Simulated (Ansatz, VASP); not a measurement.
# Cd: VASP beside Ansatz

```
Cd
1.0
    -1.79757    1.79757    1.79757
     1.79757   -1.79757    1.79757
     1.79757    1.79757   -1.79757
Cd
1
Direct
  0.00000 0.00000 0.00000
```

Alike in both runs: functional PBE; k mesh 16 × 16 × 16; occupations fermi-dirac, width 0.05 eV; non-collinear spin, spin-orbit coupling.

Ansatz relaxed the structure, and its values are those at the end. VASP's run is a single point on that final structure, the one shown.

```csv
,VASP,Ansatz
version,VASP 6.6.1,Ansatz 0.2.0
potentials or method,"VASP PAW PBE potentials, release 64 (Cd)","PAW with Ansatz's default frozen-core files, fully relativistic files with spin-orbit coupling"
plane-wave cutoff (eV),520,420
valence electrons in the cell,12,20
```

Ansatz gave:

| Quantity | Value |
| --- | --- |
| pressure (GPa) | 0.0 |

Which values does VASP return?

Pressure (GPa): 0.3.

VASP's potentials hold 12 valence electrons a cell and Ansatz's 20, so a difference there can come from the potentials and not from the codes.
